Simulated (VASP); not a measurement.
# AlN (P6_3mc) in VASP: notebook

The runs below take AlN through single point, with LDA.

All numbers are computed with VASP 6.6.1; they aren't measurements. Logs are shortened: lines on timing, memory, paths and dates and some standing lists are left out, and cuts for length are marked.

### 1 The cell of the first run

The structure is hexagonal, space group P6_3mc (No. 186). The conventional cell has a = 3.158 Å, b = 3.158 Å, c = 4.829 Å, α = 90.00°, β = 90.00°, γ = 120.00°. Within 2.5 Å of Al (site symmetry 3m) lie 4 N at 1.86 to 1.91 Å. N (site symmetry 3m) has 4 Al at 1.86 to 1.91 Å within 2.5 Å.

### 2 Single point, LDA (strain +0.015 along x and y, -0.030 along z)

Contents of INCAR:

```
PREC     = Accurate       # precision mode
ENCUT    = 520            # plane-wave cutoff, eV
EDIFF    = 1E-6           # SCF threshold, eV
ISMEAR   = 0              # smearing method
SIGMA    = 0.05           # smearing width, eV
LREAL    = False          # projectors in reciprocal space
LASPH    = True           # aspherical terms in the spheres
NELM     = 100            # most SCF steps
ALGO     = Normal         # electronic algorithm
ISIF     = 2              # what is computed and relaxed
LWAVE    = False          # write WAVECAR
LCHARG   = False          # write CHGCAR
NBANDS   = 16             # bands
```

Contents of KPOINTS:

```
Automatic mesh
0
Gamma
  9 9 6
```

Contents of POSCAR:

```
AlN
1.0
    3.1576671839      0.0000000000      0.0000000000
   -1.5788335919      2.7346199979      0.0000000000
    0.0000000000      0.0000000000      4.8286600000
Al N
2 2
Direct
    0.3333333333      0.6666666667      0.0000000000
    0.6666666667      0.3333333333      0.5000000000
    0.3333333333      0.6666666667      0.3850000000
    0.6666666667      0.3333333333      0.8850000000
```

Potentials or basis: VASP PAW LDA potentials, release 64 (Al, N).

Command:

```bash
cat potpaw_LDA.64/Al/POTCAR potpaw_LDA.64/N/POTCAR > POTCAR
mpirun -np 1 vasp_std > vasp.out
```

OUTCAR:

```text
PREC = Accurate
   ENCUT = 520
   EDIFF = 1E-6
   ISMEAR = 0
   LREAL = False
   LASPH = True
   NELM = 100
   ISIF = 2

 ion  position               nearest neighbor table
   1  0.333  0.667  0.000-   3 1.86   4 1.91   4 1.91   4 1.91   2 3.03   2 3.03   2 3.03   2 3.03
                             2 3.03   2 3.03
   2  0.667  0.333  0.500-   4 1.86   3 1.91   3 1.91   3 1.91   1 3.03   1 3.03   1 3.03   1 3.03
                             1 3.03   1 3.03
   3  0.333  0.667  0.385-   1 1.86   2 1.91   2 1.91   2 1.91
   4  0.667  0.333  0.885-   2 1.86   1 1.91   1 1.91   1 1.91

  LATTYP: Found a hexagonal cell.
 ALAT       =     3.1576671839
 C/A-ratio  =     1.5291858574

  Lattice vectors:

 A1 = (   3.1576671839,   0.0000000000,   0.0000000000)
 A2 = (  -1.5788335919,   2.7346199979,   0.0000000000)
 A3 = (   0.0000000000,   0.0000000000,   4.8286600000)

Analysis of symmetry for initial positions (statically):
=====================================================================
 Subroutine PRICEL returns:
 Original cell was already a primitive cell.

 Routine SETGRP: Setting up the symmetry group for a
 hexagonal supercell.

 Subroutine GETGRP returns: Found 12 space group operations
 (whereof  6 operations were pure point group operations)
 out of a pool of 24 trial point group operations.

The static configuration has the point symmetry C_3v.
 The point group associated with its full space group is C_6v.

Analysis of symmetry for dynamics (positions and initial velocities):
=====================================================================
 Subroutine PRICEL returns:
 Original cell was already a primitive cell.

 Routine SETGRP: Setting up the symmetry group for a
 hexagonal supercell.

 Subroutine GETGRP returns: Found 12 space group operations
 (whereof  6 operations were pure point group operations)
 out of a pool of 24 trial point group operations.

The dynamic configuration has the point symmetry C_3v.
 The point group associated with its full space group is C_6v.

 Subroutine INISYM returns: Found 12 space group operations
 (whereof  6 operations are pure point group operations),
 and found     1 'primitive' translations

----------------------------------------------------------------------------------------

                                     Primitive cell

  volume of cell :      41.6956

  direct lattice vectors                    reciprocal lattice vectors
     3.157667184  0.000000000  0.000000000     0.316689487  0.182840760  0.000000000
    -1.578833592  2.734619998  0.000000000     0.000000000  0.365681521  0.000000000
     0.000000000  0.000000000  4.828660000     0.000000000  0.000000000  0.207096793

  length of vectors
     3.157667184  3.157667184  4.828660000     0.365681521  0.365681521  0.207096793

  position of ions in fractional coordinates (direct lattice)
     0.333333333  0.666666667  0.000000000
     0.666666667  0.333333333  0.500000000
     0.333333333  0.666666667  0.385000000
     0.666666667  0.333333333  0.885000000

  ion indices of the primitive-cell ions
   primitive index   ion index
                 1           1
                 2           2
                 3           3
                 4           4

----------------------------------------------------------------------------------------

 KPOINTS: Automatic mesh

Automatic generation of k-mesh.
 Grid dimensions read from file:
 generate k-points for:    9    9    6

 Generating k-lattice:

  Cartesian coordinates                     Fractional coordinates (reciprocal lattice)
     0.035187721  0.020315640  0.000000000     0.111111111 -0.000000000  0.000000000
     0.000000000  0.040631280  0.000000000     0.000000000  0.111111111  0.000000000
     0.000000000  0.000000000  0.034516132     0.000000000  0.000000000  0.166666667

  Length of vectors
     0.040631280  0.040631280  0.034516132

  Shift w.r.t. Gamma in fractional coordinates (k-lattice)
     0.000000000  0.000000000  0.000000000

 Subroutine IBZKPT returns following result:
 ===========================================

 Found     48 irreducible k-points:

 Following reciprocal coordinates:
            Coordinates               Weight
  0.000000  0.000000  0.000000      1.000000
  0.111111  0.000000  0.000000      6.000000
  0.222222  0.000000  0.000000      6.000000
  0.333333  0.000000  0.000000      6.000000
  0.444444  0.000000  0.000000      6.000000
  0.111111  0.111111  0.000000      6.000000
[... 16 lines left out ...]
  0.333333  0.222222  0.166667     24.000000
  0.333333  0.333333  0.166667      4.000000
 [... further k-points ...]
   k-points           NKPTS =     48   k-points in BZ     NKDIM =     48   number of bands    NBANDS=     16
   number of dos      NEDOS =    301   number of ions     NIONS =      4
   total plane-waves  NPLWV =  20736
   dimension x,y,z NGX =    24 NGY =   24 NGZ =   36
   dimension x,y,z NGXF=    48 NGYF=   48 NGZF=   72
   ions per type =               2   2
   NGX,Y,Z   is equivalent  to a cutoff of  12.64, 12.64, 12.39 a.u.
   NGXF,Y,Z  is equivalent  to a cutoff of  25.27, 25.27, 24.79 a.u.
 SYSTEM =  unknown system
   PREC   = accura    normal or accurate (medium, high low for compatibility)
   ISTART =      0    job   : 0-new  1-cont  2-samecut
   ICHARG =      2    charge: 1-file 2-atom 10-const
   ISPIN  =      1    spin polarized calculation?
   LNONCOLLINEAR =      F non collinear calculations
   LSORBIT =      F    spin-orbit coupling
   LASPH  =      T    aspherical Exc in radial PAW
   ENCUT  =  520.0 eV  38.22 Ry    6.18 a.u.   5.87  5.87  8.98*2*pi/ulx,y,z
   NELM   =    100;   NELMIN=  2; NELMDL= -5     # of ELM steps
   EDIFF  = 0.1E-05   stopping-criterion for ELM
   LREAL  =      F    real-space projection
   EDIFFG = 0.1E-04   stopping-criterion for IOM
   NSW    =      0    number of steps for IOM
   IBRION =     -1    ionic relax: 0-MD 1-quasi-New 2-CG
   NFREE  =      0    steps in history (QN), initial steepest desc. (CG)
   ISIF   =      2    stress and relaxation
   ISYM   =      2    0-nonsym 1-usesym 2-fastsym
   POTIM  = 0.5000    time-step for ionic-motion
   TEBEG  =    0.0;   TEEND  =   0.0 temperature during run
   PSTRESS=    0.0 pullay stress
   NELECT =      16.0000    total number of electrons
   NUPDOWN=      -1.0000    fix difference up-down
   EMIN   =  10.00;   EMAX   =-10.00  energy-range for DOS
   EFERMI =   0.00;   METHOD = LEGACY
   ISMEAR =     0;   SIGMA  =   0.05  broadening in eV -4-tet -1-fermi 0-gaus
   EFERMI_NEDOS =   21; number of points for ismear=-14 and -15
   IALGO  =     38    algorithm
   IMIX   =      4    mixing-type and parameters
     AMIX     =   0.40;   BMIX     =  1.00
     AMIX_MAG =   1.60;   BMIX_MAG =  1.00
  volume/ion in A,a.u.               =      10.42        70.34
  Fermi-wavevector in a.u.,A,eV,Ry     =   1.189647  2.248107 19.255786  1.415260
  Thomas-Fermi vector in A             =   2.325750
   LORBIT       =      0    0 simple, 1 ext, 2 COOP (PROOUT), +10 PAW based schemes
   GGA     = CA    functional components
   LHFCALC =     F    Hartree Fock is set to
   AEXX    =    0.0000 exact exchange contribution
   IVDW    =     0    specifies the selected vdW correction
   LEPSILON=     F    determine dielectric tensor
   LRPA    =     F    only Hartree local field effects (RPA)
 non-spin polarized calculation
 Gauss-broadening in eV      SIGMA  =   0.05
  energy-cutoff  :      520.00
  volume of cell :       41.70
 maximum number of plane-waves:      1134
 NGX is ok and might be reduce to    24
   NGX = 11   NGY = 11   NGZ = 17

 number of electron      16.0000002 magnetization

 Free energy of the ion-electron system (eV)
  ---------------------------------------------------
  ext. energy  EPLUGINS =         0.00000000
  ---------------------------------------------------
  free energy    TOTEN  =       -32.77343080 eV

  energy without entropy =      -32.77343080  energy(sigma->0) =      -32.77343080

 E-fermi :   6.3406     XC(G=0): -11.2512

 val. band max:        6.0947811509   @ k =   0.0000   0.0000   0.0000
 cond. band min:      10.1588407009   @ k =   0.0000   0.0000   0.0000
 fundamental gap:      4.0640595500
 Fermi energy:         6.3406162603

 k-point     1 :       0.0000    0.0000    0.0000
  band No.  band energies     occupation
      1      -9.1372      2.00000
      2      -6.7062      2.00000
      3      -0.0002      2.00000
      4       4.8397      2.00000
      5       4.8397      2.00000
      6       5.6341      2.00000
[... 8 lines left out ...]
     15      18.6204      0.00000
     16      19.8404      0.00000

 k-point     2 :       0.1111    0.0000    0.0000
  band No.  band energies     occupation
      1      -8.9829      2.00000
      2      -6.6298      2.00000
      3       0.1791      2.00000
      4       4.1568      2.00000
      5       4.6386      2.00000
      6       4.9847      2.00000
[... 8 lines left out ...]
     15      18.6405      0.00000
     16      18.6839      0.00000

 k-point     3 :       0.2222    0.0000    0.0000
  band No.  band energies     occupation
      1      -8.5435      2.00000
      2      -6.4450      2.00000
      3       0.6998      2.00000
      4       2.7106      2.00000
      5       3.7868      2.00000
      6       4.2276      2.00000
[... 8 lines left out ...]
     15      18.0828      0.00000
     16      18.2850      0.00000

 k-point     4 :       0.3333    0.0000    0.0000
  band No.  band energies     occupation
      1      -7.9045      2.00000
      2      -6.2920      2.00000
      3       1.3465      2.00000
      4       1.4959      2.00000
      5       2.6675      2.00000
      6       3.8485      2.00000
[... 8 lines left out ...]
     15      18.1092      0.00000
     16      19.7588      0.00000

 k-point     5 :       0.4444    0.0000    0.0000
  band No.  band energies     occupation
      1      -7.2881      2.00000
      2      -6.3367      2.00000
      3       0.5535      2.00000
      4       1.9669      2.00000
      5       2.3531      2.00000
      6       3.6316      2.00000
[... 8 lines left out ...]
     15      18.3902      0.00000
     16      20.8586      0.00000

 k-point     6 :       0.1111    0.1111    0.0000
  band No.  band energies     occupation
      1      -8.6856      2.00000
      2      -6.4984      2.00000
      3       0.5294      2.00000
      4       3.3557      2.00000
      5       3.6397      2.00000
      6       4.6714      2.00000
[... 8 lines left out ...]
     15      17.8608      0.00000
     16      18.8048      0.00000
[... 267 lines left out ...]
 k-point    21 :       0.4444    0.1111    0.1667
  band No.  band energies     occupation
      1      -7.0326      2.00000
      2      -6.4105      2.00000
      3       0.3916      2.00000
      4       1.5120      2.00000
      5       2.7984      2.00000
      6       3.5215      2.00000
[... 8 lines left out ...]
     15      18.3949      0.00000
     16      20.6136      0.00000

 k-point    22 :       0.2222    0.2222    0.1667
  band No.  band energies     occupation
      1      -7.4842      2.00000
      2      -6.3470      2.00000
      3       1.2215      2.00000
      4       1.5072      2.00000
      5       2.8956      2.00000
      6       3.1346      2.00000
[... 8 lines left out ...]
     15      18.0802      0.00000
     16      20.5462      0.00000

 k-point    23 :       0.3333    0.2222    0.1667
  band No.  band energies     occupation
      1      -6.9493      2.00000
      2      -6.3882      2.00000
      3       0.8376      2.00000
      4       1.5493      2.00000
      5       2.2943      2.00000
      6       3.4742      2.00000
[... 8 lines left out ...]
     15      18.3970      0.00000
     16      20.4545      0.00000

 k-point    24 :       0.3333    0.3333    0.1667
  band No.  band energies     occupation
      1      -6.5802      2.00000
      2      -6.5802      2.00000
      3       1.0884      2.00000
      4       1.6632      2.00000
      5       1.6632      2.00000
      6       3.3423      2.00000
[... 8 lines left out ...]
     15      18.6701      0.00000
     16      20.5311      0.00000

 [... further k-points ...]
[... 5 lines left out ...]
  --------------------------------------------------------------------------------------
  -------------------------------------------------------------------------------------
  Total       -2.4092359     -2.4092359      1.8081051     -0.0000000      0.0000000      0.0000000
  in kB      -92.5763278    -92.5763278     69.4775150     -0.0000000      0.0000000      0.0000000
  external PRESSURE =     -38.5583802 kB  Pullay stress =       0.0000000 kB

 VOLUME and BASIS-vectors are now :
 -----------------------------------------------------------------------------
  energy-cutoff  :      520.00
  volume of cell :       41.70
      direct lattice vectors                 reciprocal lattice vectors
     3.157667184  0.000000000  0.000000000     0.316689487  0.182840760  0.000000000
    -1.578833592  2.734619998  0.000000000     0.000000000  0.365681521  0.000000000
     0.000000000  0.000000000  4.828660000     0.000000000  0.000000000  0.207096793

 POSITION                                       TOTAL-FORCE (eV/Angst)
 -----------------------------------------------------------------------------------
     -0.00000      1.82308      0.00000        -0.000000      0.000000     -0.402132
      1.57883      0.91154      2.41433         0.000000     -0.000000     -0.402132
     -0.00000      1.82308      1.85903        -0.000000      0.000000      0.402132
      1.57883      0.91154      4.27336         0.000000     -0.000000      0.402132
 -----------------------------------------------------------------------------------
    total drift:                               -0.000000      0.000000      0.000740

  FREE ENERGIE OF THE ION-ELECTRON SYSTEM (eV)
  ---------------------------------------------------
  free  energy   TOTEN  =       -32.7734307968 eV

  energy  without entropy=      -32.7734307968  energy(sigma->0) =      -32.77343080
```

It took 31 s on 1 thread of AMD EPYC 7R13, shared host; peak memory 0.12 GiB.

What came out:

| Property | Result |
| --- | --- |
| Free energy | -32.7734 eV |
| Pressure | -3.9 GPa |
| Largest force | 0.402 eV/Å |
| Band gap on the k mesh | 4.06 eV, direct |

Forces in eV/Å, atoms in the order of the input:
```
Al   0.000  0.000 -0.402
Al   0.000  0.000 -0.402
N    0.000  0.000  0.402
N    0.000  0.000  0.402
```

Stress tensor (GPa, compression positive):
```
-9.26  0.00  0.00
 0.00 -9.26  0.00
 0.00  0.00  6.95
```

Caveat: the cell differs from its parent crystal (strain +0.015 along x and y, -0.030 along z).

### 3 Single point, LDA (strain +0.000 along x and y, +0.030 along z)

Contents of INCAR:

```
SYSTEM = AlN
PREC = Accurate
ENCUT = 520
EDIFF = 1E-6
ISMEAR = 0
SIGMA = 0.05
LREAL = .FALSE.
LASPH = .TRUE.
NELM = 100
ALGO = Normal
ISIF = 2
LWAVE = .FALSE.
LCHARG = .FALSE.
GGA = CA
NBANDS = 16
```

Contents of KPOINTS:

```
Automatic mesh
0
G
  9 9 6
  0 0 0
```

Contents of POSCAR:

```
AlN
1.0
    3.1110021516      0.0000000000      0.0000000000
   -1.5555010758      2.6942068945      0.0000000000
    0.0000000000      0.0000000000      5.1273400000
Al N
2 2
Direct
    0.3333333333      0.6666666667      0.0000000000
    0.6666666667      0.3333333333      0.5000000000
    0.3333333333      0.6666666667      0.3850000000
    0.6666666667      0.3333333333      0.8850000000
```

Potentials or basis: VASP PAW LDA potentials, release 64 (Al, N).

Command:

```bash
cat potpaw_LDA.64/Al/POTCAR potpaw_LDA.64/N/POTCAR > POTCAR
mpirun -np 1 vasp_std > vasp.out
```

Wall time 35 s (1 thread of AMD EPYC 7R13, shared host); peak memory 0.12 GiB.

It converged, with:

```yaml
Free_energy: -32.7473 eV
Pressure: -8.7 GPa
Largest_force: 0.410 eV/Å
Band_gap_on_the_k_mesh: 3.99 eV, direct
```

Forces in eV/Å, atoms in the order of the input:
```
Al   0.000  0.000  0.410
Al   0.000  0.000  0.410
N    0.000  0.000 -0.410
N    0.000  0.000 -0.410
```

Stress tensor (GPa, compression positive):
```
 -4.98   0.00   0.00
  0.00  -4.98   0.00
  0.00   0.00 -16.05
```

Levels at points of the mesh, in eV from the valence-band top:
| k point | band 4 | band 5 | band 6 | band 7 | band 8 | band 9 | band 10 | band 11 | band 12 | band 13 |
| --- | --- | --- | --- | --- | --- | --- | --- | --- | --- | --- |
| (0.00, 0.00, 0.00) | -0.73 | -0.73 | -0.16 | -0.16 | 0.00 | 3.99 | 6.63 | 10.18 | 11.05 | 11.05 |
| (0.00, 0.00, 0.50) | -3.34 | -0.45 | -0.45 | -0.45 | -0.45 | 6.34 | 6.34 | 9.84 | 9.84 | 11.37 |

Caveat: the cell differs from its parent crystal (strain +0.000 along x and y, +0.030 along z).

### 4 Single point, LDA (strain +0.030 along x and y, -0.030 along z)

Contents of INCAR:

```
SYSTEM = AlN
ALGO = Normal ; EDIFF = 1E-7
ENCUT = 520 ; GGA = CA
ISIF = 2 ; ISMEAR = 0
LASPH = .TRUE. ; LCHARG = .FALSE.
LREAL = .FALSE. ; LWAVE = .FALSE.
NBANDS = 16 ; NELM = 60
PREC = Accurate ; SIGMA = 0.05
```

Contents of KPOINTS:

```
k-points
0
G
  9 9 6
  0 0 0
```

Contents of POSCAR:

```
AlN
1.0
    3.2043322161      0.0000000000      0.0000000000
   -1.6021661081      2.7750331013      0.0000000000
    0.0000000000      0.0000000000      4.8286600000
Al N
2 2
Direct
    0.3333333333      0.6666666667      0.0000000000
    0.6666666667      0.3333333333      0.5000000000
    0.3333333333      0.6666666667      0.3850000000
    0.6666666667      0.3333333333      0.8850000000
```

Command:

```bash
cat potpaw_LDA.64/Al/POTCAR potpaw_LDA.64/N/POTCAR > POTCAR
mpirun -np 1 vasp_std > vasp.out
```

Run time: 34 s. Hardware: 1 thread of AMD EPYC 7R13, shared host; peak memory 0.12 GiB.

It converged, with:

- Free energy: -32.6754 eV
- Pressure: -9.1 GPa
- Largest force: 0.530 eV/Å
- Band gap on the k mesh: 3.77 eV, direct

Forces on the atoms (eV/Å):
```
Al   0.000  0.000 -0.530
Al   0.000  0.000 -0.530
N    0.000  0.000  0.530
N    0.000  0.000  0.530
```

Stress tensor (GPa, compression positive):
```
-16.04   0.00   0.00
  0.00 -16.04   0.00
  0.00   0.00   4.77
```

Levels at points of the mesh, in eV from the valence-band top:
```tsv
k point	band 6	band 7	band 8	band 9	band 10	band 11
(0.00, 0.00, 0.00)	-0.48	-0.48	0.00	3.77	5.56	10.00
(0.00, 0.00, 0.50)	-0.91	-0.91	-0.91	5.75	5.75	9.98
```

Caveat: the cell differs from its parent crystal (strain +0.030 along x and y, -0.030 along z).

(Part 1 of 2 ends here.)
